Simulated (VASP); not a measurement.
# Ti (Fm-3m) in VASP: further runs

The runs below take Ti through single point, with r2SCAN.

All numbers are computed with VASP 6.6.1; they aren't measurements. Logs are shortened: lines on timing, memory, paths and dates and some standing lists are left out, and cuts for length are marked.

## (1) The cell of the first run

It takes space group Fm-3m (No. 225, cubic). Conventional cell: a = 3.977 Å, b = 3.977 Å, c = 3.977 Å, α = 90.00°, β = 90.00°, γ = 90.00°. Within 3.7 Å of Ti (site symmetry m-3m) lie 12 Ti at 2.81 Å.

This isn't the form of Ti at room conditions, which is hcp.

## (2) Single point, r2SCAN

The input, POSCAR:

```
Ti
1.0
    0.0000000000      1.9885598007      1.9885598007
    1.9885598007      0.0000000000      1.9885598007
    1.9885598007      1.9885598007      0.0000000000
Ti
1
Direct
    0.0000000000      0.0000000000      0.0000000000
```

The input, INCAR.step1:

```
SYSTEM = Ti
PREC = Accurate ; ENCUT = 520
ISMEAR = 0 ; SIGMA = 0.05
LREAL = .FALSE. ; LASPH = .TRUE.
NELM = 100 ; NBANDS = 12
GGA = PE ; ALGO = Normal
EDIFF = 1E-4 ; LWAVE = .TRUE.
LCHARG = .FALSE.
```

The input, INCAR.step2:

```
SYSTEM = Ti
PREC = Accurate ; ENCUT = 520
EDIFF = 1E-6 ; ISMEAR = 0
SIGMA = 0.05 ; LREAL = .FALSE.
LASPH = .TRUE. ; NELM = 100
ALGO = Normal ; ISIF = 2
LWAVE = .FALSE. ; LCHARG = .TRUE.
METAGGA = R2SCAN ; LMIXTAU = .TRUE.
LELF = .TRUE. ; LVHAR = .TRUE.
NBANDS = 12 ; ISTART = 1
```

The input, KPOINTS:

```
Automatic mesh
0
G
  12 12 12
  0 0 0
```

Potentials or basis: VASP PAW PBE potentials, release 64 (Ti_sv).

On the command line:

```console
cat potpaw_PBE.64/Ti_sv/POTCAR > POTCAR
cp INCAR.step1 INCAR
mpirun -np 1 vasp_std > vasp.out
cp INCAR.step2 INCAR
mpirun -np 1 vasp_std > vasp.out
```

OUTCAR:

```text
SYSTEM = Ti
   PREC = Accurate
   ENCUT = 520
   EDIFF = 1E-6
   ISMEAR = 0
   LREAL = .FALSE.
   LASPH = .TRUE.
   NELM = 100
   ISIF = 2
   METAGGA = R2SCAN
   ISTART = 1

 ion  position               nearest neighbor table
   1  0.000  0.000  0.000-

  LATTYP: Found a face centered cubic cell.
 ALAT       =     3.9771196014

  Lattice vectors:

 A1 = (   0.0000000000,   1.9885598007,   1.9885598007)
 A2 = (   1.9885598007,   0.0000000000,   1.9885598007)
 A3 = (   1.9885598007,   1.9885598007,   0.0000000000)

Analysis of symmetry for initial positions (statically):
=====================================================================
 Subroutine PRICEL returns:
 Original cell was already a primitive cell.

 Routine SETGRP: Setting up the symmetry group for a
 face centered cubic supercell.

 Subroutine GETGRP returns: Found 48 space group operations
 (whereof 48 operations were pure point group operations)
 out of a pool of 48 trial point group operations.

The static configuration has the point symmetry O_h .

Analysis of symmetry for dynamics (positions and initial velocities):
=====================================================================
 Subroutine PRICEL returns:
 Original cell was already a primitive cell.

 Routine SETGRP: Setting up the symmetry group for a
 face centered cubic supercell.

 Subroutine GETGRP returns: Found 48 space group operations
 (whereof 48 operations were pure point group operations)
 out of a pool of 48 trial point group operations.

The dynamic configuration has the point symmetry O_h .

 Subroutine INISYM returns: Found 48 space group operations
 (whereof 48 operations are pure point group operations),
 and found     1 'primitive' translations

----------------------------------------------------------------------------------------

                                     Primitive cell

  volume of cell :      15.7270

  direct lattice vectors                    reciprocal lattice vectors
     0.000000000  1.988559801  1.988559801    -0.251438252  0.251438252  0.251438252
     1.988559801  0.000000000  1.988559801     0.251438252 -0.251438252  0.251438252
     1.988559801  1.988559801  0.000000000     0.251438252  0.251438252 -0.251438252

  length of vectors
     2.812248240  2.812248240  2.812248240     0.435503827  0.435503827  0.435503827

  position of ions in fractional coordinates (direct lattice)
     0.000000000  0.000000000  0.000000000

  ion indices of the primitive-cell ions
   primitive index   ion index
                 1           1

----------------------------------------------------------------------------------------

 KPOINTS: Automatic mesh

Automatic generation of k-mesh.
 Grid dimensions read from file:
 generate k-points for:   12   12   12

 Generating k-lattice:

  Cartesian coordinates                     Fractional coordinates (reciprocal lattice)
    -0.020953188  0.020953188  0.020953188     0.083333333  0.000000000  0.000000000
     0.020953188 -0.020953188  0.020953188     0.000000000  0.083333333  0.000000000
     0.020953188  0.020953188 -0.020953188     0.000000000  0.000000000  0.083333333

  Length of vectors
     0.036291986  0.036291986  0.036291986

  Shift w.r.t. Gamma in fractional coordinates (k-lattice)
     0.000000000  0.000000000  0.000000000

 Subroutine IBZKPT returns following result:
 ===========================================

 Found     72 irreducible k-points:

 Following reciprocal coordinates:
            Coordinates               Weight
  0.000000  0.000000  0.000000      1.000000
  0.083333  0.000000  0.000000      8.000000
  0.166667  0.000000  0.000000      8.000000
  0.250000  0.000000  0.000000      8.000000
  0.333333  0.000000  0.000000      8.000000
  0.416667  0.000000  0.000000      8.000000
[... 16 lines left out ...]
  0.500000  0.166667  0.000000     24.000000
 -0.416667  0.166667  0.000000     24.000000
 [... further k-points ...]
   k-points           NKPTS =     72   k-points in BZ     NKDIM =     72   number of bands    NBANDS=     12
   number of dos      NEDOS =    301   number of ions     NIONS =      1
   total plane-waves  NPLWV =  13824
   dimension x,y,z NGX =    24 NGY =   24 NGZ =   24
   dimension x,y,z NGXF=    48 NGYF=   48 NGZF=   48
   ions per type =               1
   NGX,Y,Z   is equivalent  to a cutoff of  14.19, 14.19, 14.19 a.u.
   NGXF,Y,Z  is equivalent  to a cutoff of  28.38, 28.38, 28.38 a.u.
 SYSTEM =  Ti
   PREC   = accura    normal or accurate (medium, high low for compatibility)
   ISTART =      1    job   : 0-new  1-cont  2-samecut
   ICHARG =      0    charge: 1-file 2-atom 10-const
   ISPIN  =      1    spin polarized calculation?
   LNONCOLLINEAR =      F non collinear calculations
   LSORBIT =      F    spin-orbit coupling
   LASPH  =      T    aspherical Exc in radial PAW
   ENCUT  =  520.0 eV  38.22 Ry    6.18 a.u.   5.23  5.23  5.23*2*pi/ulx,y,z
[... 65 lines left out ...]
      7      10.4053      0.00000
      8      10.4053      0.00000
      9      12.4478      0.00000
     10      12.4478      0.00000
     11      25.6610      0.00000
     12      31.0759      0.00000

 k-point     2 :       0.0833    0.0000    0.0000
  band No.  band energies     occupation
      1     -49.5155      2.00000
      2     -24.2641      2.00000
      3     -24.2050      2.00000
      4     -24.2050      2.00000
      5       2.9238      2.00000
      6      10.2332      0.00000
      7      10.4981      0.00000
      8      10.4981      0.00000
      9      12.3841      0.00000
     10      12.3841      0.00000
     11      25.9099      0.00000
     12      29.3610      0.00000

 k-point     3 :       0.1667    0.0000    0.0000
  band No.  band energies     occupation
      1     -49.4808      2.00000
      2     -24.4451      2.00000
      3     -24.2269      2.00000
      4     -24.2269      2.00000
      5       3.6425      2.00000
      6       9.8215      0.00000
      7      10.6877      0.00000
      8      10.6877      0.00000
      9      12.3033      0.00000
     10      12.3033      0.00000
     11      25.9807      0.00000
     12      27.1567      0.00000

 k-point     4 :       0.2500    0.0000    0.0000
  band No.  band energies     occupation
      1     -49.4331      2.00000
      2     -24.6874      2.00000
      3     -24.2565      2.00000
      4     -24.2565      2.00000
      5       4.6704      2.00000
      6       9.4177      0.13664
      7      10.7258      0.00000
      8      10.7258      0.00000
      9      12.4852      0.00000
     10      12.4852      0.00000
     11      23.9262      0.00000
     12      26.6563      0.00000

 k-point     5 :       0.3333    0.0000    0.0000
  band No.  band energies     occupation
      1     -49.3850      2.00000
      2     -24.9243      2.00000
      3     -24.2860      2.00000
      4     -24.2860      2.00000
      5       5.6807      2.00000
      6       9.3353      1.60094
      7      10.5554      0.00000
      8      10.5554      0.00000
      9      12.9660      0.00000
     10      12.9660      0.00000
     11      21.6584      0.00000
     12      25.9200      0.00000
[... 228 lines left out ...]
      1     -49.3856      2.00000
      2     -24.7863      2.00000
      3     -24.3558      2.00000
      4     -24.3509      2.00000
      5       5.6792      2.00000
      6       8.7429      2.00000
      7      10.3068      0.00000
      8      11.3054      0.00000
      9      12.5371      0.00000
     10      13.2515      0.00000
     11      23.5310      0.00000
     12      26.5570      0.00000

 k-point    22 :       0.4167    0.1667    0.0000
  band No.  band energies     occupation
      1     -49.3460      2.00000
      2     -24.9554      2.00000
      3     -24.4089      2.00000
      4     -24.3692      2.00000
      5       6.5541      2.00000
      6       8.6751      2.00000
      7       9.9645      0.00000
      8      11.1475      0.00000
      9      13.5949      0.00000
     10      13.6058      0.00000
     11      21.1446      0.00000
     12      25.7194      0.00000

 k-point    23 :       0.5000    0.1667    0.0000
  band No.  band energies     occupation
      1     -49.3210      2.00000
      2     -25.0557      2.00000
      3     -24.4587      2.00000
      4     -24.3686      2.00000
      5       7.0190      2.00000
      6       8.7686      2.00000
      7       9.9600      0.00000
      8      10.9758      0.00000
      9      13.6851      0.00000
     10      14.6805      0.00000
     11      19.3073      0.00000
     12      25.0638      0.00000

 k-point    24 :      -0.4167    0.1667    0.0000
  band No.  band energies     occupation
      1     -49.3177      2.00000
      2     -25.0641      2.00000
      3     -24.4901      2.00000
      4     -24.3492      2.00000
      5       7.1160      2.00000
      6       8.9024      2.00000
      7       9.9345      0.00000
      8      10.8988      0.00000
      9      13.3631      0.00000
     10      15.1174      0.00000
     11      19.0487      0.00000
     12      24.7062      0.00000

 [... further k-points ...]

------------------------ aborting loop because EDIFF is reached ----------------------------------------

  FORCE on cell =-STRESS in cart. coord.  units (eV):
  Direction    XX          YY          ZZ          XY          YZ          ZX
  --------------------------------------------------------------------------------------
  -------------------------------------------------------------------------------------
  Total        1.3385493      1.3385493      1.3385493      0.0000000      0.0000000     -0.0000000
  in kB      136.3637630    136.3637630    136.3637630      0.0000000      0.0000000     -0.0000000
  external PRESSURE =     136.3637630 kB  Pullay stress =       0.0000000 kB

 VOLUME and BASIS-vectors are now :
 -----------------------------------------------------------------------------
  energy-cutoff  :      520.00
  volume of cell :       15.73
      direct lattice vectors                 reciprocal lattice vectors
     0.000000000  1.988559801  1.988559801    -0.251438252  0.251438252  0.251438252
     1.988559801  0.000000000  1.988559801     0.251438252 -0.251438252  0.251438252
     1.988559801  1.988559801  0.000000000     0.251438252  0.251438252 -0.251438252

 POSITION                                       TOTAL-FORCE (eV/Angst)
 -----------------------------------------------------------------------------------
      0.00000      0.00000      0.00000         0.000000      0.000000     -0.000000
 -----------------------------------------------------------------------------------
    total drift:                                0.000000      0.000000     -0.000000

  FREE ENERGIE OF THE ION-ELECTRON SYSTEM (eV)
  ---------------------------------------------------
  free  energy   TOTEN  =       -12.8110801498 eV

  energy  without entropy=      -12.8083245007  energy(sigma->0) =      -12.80970233
```

Wall time 63 s (1 thread of Intel Xeon 8259CL, shared host); peak memory 0.15 GiB.

What came out:

| Property | Result |
| --- | --- |
| Free energy | -12.8111 eV |
| Pressure | 13.6 GPa |
| Band gap on the k mesh | zero (bands 6 and 7 overlap by 1.52 eV) |

Caveat: the cell stands under pressure; the PAW data sets were made with another functional, which shifts forces and pressure a little.

## (3) Single point, r2SCAN

This run uses another cell than the first one, of 16.06 Å³/atom.

The input, POSCAR:

```
Ti
1.0
    0.0000000000      2.0025642044      2.0025642044
    2.0025642044      0.0000000000      2.0025642044
    2.0025642044      2.0025642044      0.0000000000
Ti
1
Direct
    0.0000000000      0.0000000000      0.0000000000
```

The input, INCAR.step1:

```
SYSTEM = Ti
  PREC = Accurate
  ENCUT = 520
  ISMEAR = 0
  SIGMA = 0.05
  LREAL = .FALSE.
  LASPH = .TRUE.
  NELM = 80
  NBANDS = 12
  GGA = PE
  ALGO = Normal
  EDIFF = 1E-4
  LWAVE = .TRUE.
  LCHARG = .FALSE.
```

The input, INCAR.step2:

```
SYSTEM = Ti
  PREC = Accurate
  ENCUT = 520
  EDIFF = 1E-6
  ISMEAR = 0
  SIGMA = 0.05
  LREAL = .FALSE.
  LASPH = .TRUE.
  NELM = 80
  ALGO = Normal
  ISIF = 2
  LWAVE = .FALSE.
  LCHARG = .FALSE.
  METAGGA = R2SCAN
  LMIXTAU = .TRUE.
  NBANDS = 12
  ISTART = 1
```

The input, KPOINTS:

```
regular mesh
0
G
  12 12 12
  0 0 0
```

Potentials or basis: VASP PAW PBE potentials, release 64 (Ti_sv).

On the command line:

```console
cat potpaw_PBE.64/Ti_sv/POTCAR > POTCAR
cp INCAR.step1 INCAR
mpirun -np 1 vasp_std > vasp.out
cp INCAR.step2 INCAR
mpirun -np 1 vasp_std > vasp.out
```

Wall time 79 s (1 thread of Intel Xeon 8259CL, shared host); peak memory 0.15 GiB.

Results (log left out):

| Property | Result |
| --- | --- |
| Free energy | -12.8366 eV |
| Pressure | 10.5 GPa |
| Band gap on the k mesh | zero (bands 6 and 7 overlap by 1.50 eV) |

Levels at points of the mesh, in eV from the Fermi level:
```csv
k point,band 2,band 3,band 4,band 5,band 6,band 7,band 8,band 9,band 10,band 11
"(0.00, 0.00, 0.00)",-33.63,-33.63,-33.63,-6.66,1.03,1.03,1.03,3.02,3.02,16.18
"(0.50, 0.00, 0.00)",-34.53,-33.74,-33.74,-2.92,0.65,0.93,0.93,4.17,4.17,9.44
"(0.50, 0.50, 0.00)",-34.46,-33.94,-33.94,-2.98,-2.04,3.19,4.23,4.44,4.44,11.96
```

Caveat: the cell stands under pressure; the PAW data sets were made with another functional, which shifts forces and pressure a little.

## (4) Single point, r2SCAN

This run uses another cell than the first one, of 16.40 Å³/atom.

The input, POSCAR:

```
Ti
1.0
    0.0000000000      2.0163754284      2.0163754284
    2.0163754284      0.0000000000      2.0163754284
    2.0163754284      2.0163754284      0.0000000000
Ti
1
Direct
    0.0000000000      0.0000000000      0.0000000000
```

The input, INCAR.step1:

```
SYSTEM = Ti
PREC = Accurate
ENCUT = 520
ISMEAR = 0
SIGMA = 0.05
LREAL = .False.
LASPH = .True.
NELM = 80
NBANDS = 12
GGA = PE
ALGO = Normal
EDIFF = 1E-4
LWAVE = .True.
LCHARG = .False.
```

The input, INCAR.step2:

```
SYSTEM = Ti
PREC = Accurate
ENCUT = 520
EDIFF = 1E-7
ISMEAR = 0
SIGMA = 0.05
LREAL = .False.
LASPH = .True.
NELM = 80
ALGO = Normal
ISIF = 2
LWAVE = .False.
LCHARG = .True.
METAGGA = R2SCAN
LMIXTAU = .True.
LELF = .True.
LVHAR = .True.
NBANDS = 12
ISTART = 1
```

The input, KPOINTS:

```
Automatic mesh
0
Gamma
  12 12 12
  0 0 0
```

On the command line:

```console
cat potpaw_PBE.64/Ti_sv/POTCAR > POTCAR
cp INCAR.step1 INCAR
mpirun -np 1 vasp_std > vasp.out
cp INCAR.step2 INCAR
mpirun -np 1 vasp_std > vasp.out
```

It took 1.8 min on 1 thread of Intel Xeon 8259CL, shared host; peak memory 0.15 GiB.

The run converged. Its results:

```yaml
Free_energy: -12.8559 eV
Pressure: 7.7 GPa
Band_gap_on_the_k_mesh: zero (bands 6 and 7 overlap by 1.48 eV)
```

Levels at points of the mesh, in eV from the Fermi level:
```
           k point  band 3  band 4  band 5  band 6  band 7  band 8  band 9  band 10
(0.00, 0.00, 0.00)  -33.69  -33.69   -6.62    1.01    1.01    1.01    2.96     2.96
(0.50, 0.00, 0.00)  -33.80  -33.80   -2.87    0.58    0.93    0.93    4.07     4.07
(0.50, 0.50, 0.00)  -33.98  -33.98   -2.89   -1.97    3.07    4.13    4.34     4.34
```

Caveat: the cell stands under pressure; the PAW data sets were made with another functional, which shifts forces and pressure a little.

## (5) Single point, r2SCAN

This run uses another cell than the first one, of 16.73 Å³/atom.

The input, POSCAR:

```
Ti
1.0
    0.0000000000      2.0300000000      2.0300000000
    2.0300000000      0.0000000000      2.0300000000
    2.0300000000      2.0300000000      0.0000000000
Ti
1
Direct
    0.0000000000      0.0000000000      0.0000000000
```

The input, INCAR.step1:

```
SYSTEM = Ti
ALGO = Normal
EDIFF = 1E-4
ENCUT = 520
GGA = PE
ISMEAR = 0
LASPH = .True.
LCHARG = .False.
LREAL = .False.
LWAVE = .True.
NBANDS = 12
NELM = 100
PREC = Accurate
SIGMA = 0.05
```

The input, INCAR.step2:

```
SYSTEM = Ti
ALGO = Normal
EDIFF = 1E-7
ENCUT = 520
ISIF = 2
ISMEAR = 0
ISTART = 1
LASPH = .True.
LCHARG = .False.
LMIXTAU = .True.
LREAL = .False.
LWAVE = .False.
METAGGA = R2SCAN
NBANDS = 12
NELM = 100
PREC = Accurate
SIGMA = 0.05
```

The input, KPOINTS:

```
k-points
0
Gamma
  12 12 12
  0 0 0
```

On the command line:

```console
cat potpaw_PBE.64/Ti_sv/POTCAR > POTCAR
cp INCAR.step1 INCAR
mpirun -np 1 vasp_std > vasp.out
cp INCAR.step2 INCAR
mpirun -np 1 vasp_std > vasp.out
```

Run time: 62 s. Hardware: 1 thread of Intel Xeon 8259CL, shared host; peak memory 0.15 GiB.

The run converged. Its results:

* Free energy: -12.8692 eV
* Pressure: 4.9 GPa
* Band gap on the k mesh: zero (bands 6 and 7 overlap by 1.46 eV)

Levels at points of the mesh, in eV from the Fermi level:
```csv
k point,band 3,band 4,band 5,band 6,band 7,band 8,band 9,band 10
"(0.00, 0.00, 0.00)",-33.76,-33.76,-6.58,1.00,1.00,1.00,2.90,2.90
"(0.50, 0.00, 0.00)",-33.85,-33.85,-2.82,0.52,0.92,0.92,3.98,3.98
"(0.50, 0.50, 0.00)",-34.03,-34.03,-2.81,-1.91,2.97,4.04,4.23,4.23
```

Caveat: the cell stands under pressure; the PAW data sets were made with another functional, which shifts forces and pressure a little.

## (6) Single point, r2SCAN

This run uses another cell than the first one, of 17.07 Å³/atom.

The input, POSCAR:

```
Ti
1.0
    0.0000000000      2.0434441004      2.0434441004
    2.0434441004      0.0000000000      2.0434441004
    2.0434441004      2.0434441004      0.0000000000
Ti
1
Direct
    0.0000000000      0.0000000000      0.0000000000
```

The input, INCAR.step1:

```
SYSTEM = Ti
  ALGO = Normal
  EDIFF = 1E-4
  ENCUT = 520
  GGA = PE
  ISMEAR = 0
  LASPH = .True.
  LCHARG = .False.
  LREAL = .False.
  LWAVE = .True.
  NBANDS = 12
  NELM = 60
  PREC = Accurate
  SIGMA = 0.05
```

The input, INCAR.step2:

```
SYSTEM = Ti
  ALGO = Normal
  EDIFF = 1E-6
  ENCUT = 520
  ISIF = 2
  ISMEAR = 0
  ISTART = 1
  LASPH = .True.
  LCHARG = .False.
  LMIXTAU = .True.
  LREAL = .False.
  LWAVE = .False.
  METAGGA = R2SCAN
  NBANDS = 12
  NELM = 60
  PREC = Accurate
  SIGMA = 0.05
```

KPOINTS is that of step 5.

Potentials or basis: VASP PAW PBE potentials, release 64 (Ti_sv).

On the command line:

```console
cat potpaw_PBE.64/Ti_sv/POTCAR > POTCAR
cp INCAR.step1 INCAR
mpirun -np 1 vasp_std > vasp.out
cp INCAR.step2 INCAR
mpirun -np 1 vasp_std > vasp.out
```

It took 52 s on 1 thread of Intel Xeon 8259CL, shared host; peak memory 0.15 GiB.

The run converged. Its results:

```
Free energy            : -12.8771 eV
Pressure               : 2.4 GPa
Band gap on the k mesh : zero (bands 6 and 7 overlap by 1.44 eV)
```

Levels at points of the mesh, in eV from the Fermi level:
```tsv
k point	band 4	band 5	band 6	band 7	band 8	band 9
(0.00, 0.00, 0.00)	-33.81	-6.53	0.99	0.99	0.99	2.84
(0.50, 0.00, 0.00)	-33.91	-2.77	0.47	0.92	0.92	3.89
(0.50, 0.50, 0.00)	-34.07	-2.73	-1.85	2.87	3.96	4.14
```

Caveat: the PAW data sets were made with another functional, which shifts forces and pressure a little.

## (7) Summary

| cell | gap on the mesh (eV) | pressure (GPa) |
| --- | --- | --- |
| a = 2.812 Å, angles 60.0°, 1 atom | none | 13.6 |
| a = 2.832 Å, angles 60.0°, 1 atom | none | 10.5 |
| a = 2.852 Å, angles 60.0°, 1 atom | none | 7.7 |
| a = 2.871 Å, angles 60.0°, 1 atom | none | 4.9 |
| a = 2.890 Å, angles 60.0°, 1 atom | none | 2.4 |

Alike in all rows: task single point; level r2SCAN; potentials or basis VASP PAW PBE potentials, release 64 (Ti_sv); no spin polarisation; k mesh 12 × 12 × 12; cutoff (eV) 520; smearing gaussian 0.05 eV.

Caveats: the PAW data sets were made with another functional, which shifts forces and pressure a little; the cell stands under pressure (at least some runs).

Total energies depend on the potentials used, so only differences within one code and one set of settings carry meaning.
